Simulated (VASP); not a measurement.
# Na2S (Fm-3m) in VASP: notebook, part 2 of 2

VASP 6.6.1. Earlier steps stand in the parts before.

## (4) Vibrations by perturbation theory, PBEsol

This run uses another cell than the first one, of 19.40 Å³/atom.

File INCAR:

```
SYSTEM = Na2S
PREC = Accurate
ENCUT = 500
EDIFF = 1E-8
ISMEAR = 0
SIGMA = 0.01
LREAL = .FALSE.
LASPH = .TRUE.
NELM = 120
ALGO = Normal
ISIF = 2
LWAVE = .FALSE.
LCHARG = .FALSE.
GGA = PS
NBANDS = 17
IBRION = 8
NSW = 1
GGA_COMPAT = .FALSE.
```

File KPOINTS:

```
regular mesh
0
G
  6 6 6
  0 0 0
```

File POSCAR:

```
Na2S
1.0
    3.0759748050      3.0759748050      0.0000000000
   -3.0759748050      3.0759748050      0.0000000000
    0.0000000000      3.0759748050      3.0759748050
Na S
2 1
Direct
    0.2500000000      0.7500000000      0.5000000000
    0.7500000000      0.2500000000      0.5000000000
    0.0000000000      0.0000000000      0.0000000000
```

Potentials or basis: VASP PAW PBE potentials, release 64 (Na_pv, S).

Run with:

```bash
> cat potpaw_PBE.64/Na_pv/POTCAR potpaw_PBE.64/S/POTCAR > POTCAR
> mpirun -np 1 vasp_std > vasp.out
```

OUTCAR:

```text
SYSTEM = Na2S
   PREC = Accurate
   ENCUT = 500
   EDIFF = 1E-8
   ISMEAR = 0
   LREAL = .FALSE.
   LASPH = .TRUE.
   NELM = 120
   ISIF = 2
   GGA = PS
   IBRION = 8
   NSW = 1

 ion  position               nearest neighbor table
   1  0.250  0.750  0.500-   3 2.66   3 2.66   3 2.66   3 2.66
   2  0.750  0.250  0.500-   3 2.66   3 2.66   3 2.66   3 2.66
   3  0.000  0.000  0.000-   1 2.66   2 2.66   1 2.66   2 2.66   2 2.66   1 2.66   2 2.66   1 2.66

  LATTYP: Found a face centered cubic cell.
 ALAT       =     6.1519496100

  Lattice vectors:

 A1 = (   0.0000000000,   3.0759748050,   3.0759748050)
 A2 = (   3.0759748050,   0.0000000000,   3.0759748050)
 A3 = (   3.0759748050,   3.0759748050,   0.0000000000)

Analysis of symmetry for initial positions (statically):
=====================================================================
 Subroutine PRICEL returns:
 Original cell was already a primitive cell.

 Routine SETGRP: Setting up the symmetry group for a
 face centered cubic supercell.

 Subroutine GETGRP returns: Found 48 space group operations
 (whereof 48 operations were pure point group operations)
 out of a pool of 48 trial point group operations.

The static configuration has the point symmetry O_h .

Analysis of symmetry for dynamics (positions and initial velocities):
=====================================================================
 Subroutine PRICEL returns:
 Original cell was already a primitive cell.

 Routine SETGRP: Setting up the symmetry group for a
 face centered cubic supercell.

 Subroutine GETGRP returns: Found 48 space group operations
 (whereof 48 operations were pure point group operations)
 out of a pool of 48 trial point group operations.

The dynamic configuration has the point symmetry O_h .

 Subroutine INISYM returns: Found 48 space group operations
 (whereof 48 operations are pure point group operations),
 and found     1 'primitive' translations

----------------------------------------------------------------------------------------

                                     Primitive cell

  volume of cell :      58.2074

  direct lattice vectors                    reciprocal lattice vectors
     3.075974805  3.075974805  0.000000000     0.162550096  0.162550096 -0.162550096
    -3.075974805  3.075974805  0.000000000    -0.162550096  0.162550096 -0.162550096
     0.000000000  3.075974805  3.075974805     0.000000000  0.000000000  0.325100192

[... 131 lines left out ...]
 Fermi energy:         1.1501319258

 k-point     1 :       0.0000    0.0000    0.0000
  band No.  band energies     occupation
      1     -20.7472      2.00000
      2     -20.7472      2.00000
      3     -20.7472      2.00000
      4     -20.6497      2.00000
      5     -20.6497      2.00000
      6     -20.6497      2.00000
[... 297 lines left out ...]
      4     -20.6697      2.00000
      5     -20.6324      2.00000
      6     -20.6260      2.00000
[... 9 lines left out ...]
     16      13.1796      0.00000
     17      14.0503      0.00000

------------------------ aborting loop because EDIFF is reached ----------------------------------------

  FORCE on cell =-STRESS in cart. coord.  units (eV):
  Direction    XX          YY          ZZ          XY          YZ          ZX
  --------------------------------------------------------------------------------------
  -------------------------------------------------------------------------------------
  Total        2.5881781      2.5881781      2.5881781      0.0000000      0.0000000      0.0000000
  in kB       71.2404133     71.2404133     71.2404133      0.0000000      0.0000000      0.0000000
  external PRESSURE =      71.2404133 kB  Pullay stress =       0.0000000 kB

 VOLUME and BASIS-vectors are now :
 -----------------------------------------------------------------------------
  energy-cutoff  :      500.00
  volume of cell :       58.21
      direct lattice vectors                 reciprocal lattice vectors
     3.075974805  3.075974805  0.000000000     0.162550096  0.162550096 -0.162550096
    -3.075974805  3.075974805  0.000000000    -0.162550096  0.162550096 -0.162550096
     0.000000000  3.075974805  3.075974805     0.000000000  0.000000000  0.325100192

 POSITION                                       TOTAL-FORCE (eV/Angst)
 -----------------------------------------------------------------------------------
     -1.53799      4.61396      1.53799        -0.000000     -0.000000      0.000000
      1.53799      4.61396      1.53799         0.000000     -0.000000     -0.000000
      0.00000      0.00000      0.00000        -0.000000      0.000000      0.000000
 -----------------------------------------------------------------------------------
    total drift:                                0.000000     -0.000000     -0.000000

  FREE ENERGIE OF THE ION-ELECTRON SYSTEM (eV)
  ---------------------------------------------------
  free  energy   TOTEN  =       -10.1686415387 eV

  energy  without entropy=      -10.1686415387  energy(sigma->0) =      -10.16864154

[... ionic steps 2 to 9 ...]

--------------------------------------- Ionic step       10  -------------------------------------------

 Free energy of the ion-electron system (eV)
  ---------------------------------------------------
  ---------------------------------------------------
  free energy    TOTEN  =        -0.11184324 eV

  energy without entropy =       -0.11184324

------------------------ aborting loop because EDIFF is reached ----------------------------------------

 INTERNAL STRAIN TENSOR  FOR ION    3  DIRECTION 1   (eV/Angst):
 -----------------------------------------------------------------------------
     0.00986  0.00000  0.00000
    -0.00000 -0.00563 -0.00000
    -0.00000 -0.00000 -0.00563

 INTERNAL STRAIN TENSOR FOR ION    3 for displacements in x,y,z  (eV/Angst):
          X           Y           Z          XY          YZ          ZX
  --------------------------------------------------------------------------------
  x     0.00000     0.00000     0.00000     0.00000     0.00000     0.00000
  y     0.00000     0.00000     0.00000     0.00000     0.00000     0.00000
  z     0.00000     0.00000     0.00000     0.00000     0.00000     0.00000

 SECOND DERIVATIVES (NOT SYMMETRIZED)
 ------------------------------------
               1X          1Y          1Z          2X          2Y          2Z          3X          3Y          3Z
  1X    -3.680003    0.000000    0.000000    0.985982    0.000000   -0.000000    2.694021    0.000000   -0.000000
  1Y     0.000000   -3.680003    0.000000   -0.000000    0.985982    0.000000   -0.000000    2.694021    0.000000
  1Z     0.000000    0.000000   -3.680003   -0.000000   -0.000000    0.985982   -0.000000   -0.000000    2.694021
  2X     0.985982    0.000000   -0.000000   -3.680003    0.000000    0.000000    2.694021    0.000000   -0.000000
  2Y    -0.000000    0.985982    0.000000    0.000000   -3.680003    0.000000   -0.000000    2.694021    0.000000
  2Z    -0.000000   -0.000000    0.985982    0.000000    0.000000   -3.680003   -0.000000   -0.000000    2.694021
  3X     2.697568    0.000000    0.000000    2.697568    0.000000    0.000000   -5.395135    0.000000    0.000000
  3Y     0.000000    2.697568    0.000000    0.000000    2.697568    0.000000    0.000000   -5.395135    0.000000
  3Z     0.000000    0.000000    2.697568    0.000000    0.000000    2.697568    0.000000    0.000000   -5.395135

 Eigenvectors and eigenvalues of the dynamical matrix
 ----------------------------------------------------

   1 f  =    8.352241 THz    52.478680 2PiTHz  278.600781 cm-1    34.542079 meV
             X         Y         Z           dx          dy          dz
     -1.537987  4.613962  1.537987    -0.437250   -0.118665   -0.001503
      1.537987  4.613962  1.537987    -0.437250   -0.118665   -0.001503
      0.000000  0.000000  0.000000     0.740956    0.201087    0.002547
[... 43 lines left out ...]
   9 f/i=    0.002703 THz     0.016982 2PiTHz    0.090153 cm-1     0.011178 meV
             X         Y         Z           dx          dy          dz
     -1.537987  4.613962  1.537987     0.522376   -0.146427   -0.020297
      1.537987  4.613962  1.537987     0.522376   -0.146427   -0.020297
      0.000000  0.000000  0.000000     0.616524   -0.172818   -0.023955

--------------------------------------------------------------------------------------------------------

 ELASTIC MODULI CONTR FROM IONIC RELAXATION (kBar)
 Direction    XX          YY          ZZ          XY          YZ          ZX
 --------------------------------------------------------------------------------
 XX          -0.0000     -0.0000     -0.0000      0.0000      0.0000      0.0000
 YY          -0.0000     -0.0000     -0.0000      0.0000      0.0000      0.0000
 ZZ          -0.0000     -0.0000     -0.0000      0.0000      0.0000      0.0000
 XY           0.0000      0.0000      0.0000   -170.5689     -0.0000     -0.0000
 YZ           0.0000      0.0000      0.0000     -0.0000   -170.5689     -0.0000
 ZX           0.0000      0.0000      0.0000     -0.0000     -0.0000   -170.5689
 --------------------------------------------------------------------------------
```

OSZICAR:

```text
N       E                     dE             d eps       ncg     rms          rms(c)
DAV:   1     0.154079672451E+03    0.15408E+03   -0.10197E+04   544   0.126E+03
DAV:   2    -0.107816253136E+00   -0.15419E+03   -0.14942E+03   569   0.335E+02
DAV:   3    -0.107745702039E+02   -0.10667E+02   -0.10615E+02   688   0.871E+01
[... 53 lines left out ...]
RMM:  17    -0.111843236200E+00   -0.59985E-07    0.15707E-06  2100   0.135E-04    0.372E-06
RMM:  18    -0.111843248523E+00   -0.12324E-07    0.13718E-06  1916   0.128E-04    0.131E-06
RMM:  19    -0.111843245478E+00    0.30448E-08    0.12177E-06  1706   0.126E-04    0.138E-06
RMM:  20    -0.111843238753E+00    0.67249E-08    0.11762E-06  1681   0.126E-04    0.287E-07
RMM:  21    -0.111843237693E+00    0.10604E-08    0.11512E-06  1416   0.125E-04    0.259E-07
RMM:  22    -0.111843237688E+00    0.52065E-11    0.11691E-06  1313   0.125E-04    0.785E-08
 Linear response finished
```

It took 88 s on 1 thread of Intel Xeon Platinum 8559C (Emerald Rapids), shared host; peak memory 0.24 GiB.

Results:

```yaml
Highest_phonon_frequency_at_Γ_LO-TO_splitting_left_out: 279 cm⁻¹
```

Phonon frequencies in cm⁻¹ (negative: imaginary):
```tsv
q point	frequencies
(0.000, 0.000, 0.000)	0 0 0 235 235 235 279 279 279
```

Caveat: the cell stands under pressure or tension, which shifts response properties; the PAW data sets were made with another functional, which shifts forces and pressure a little.
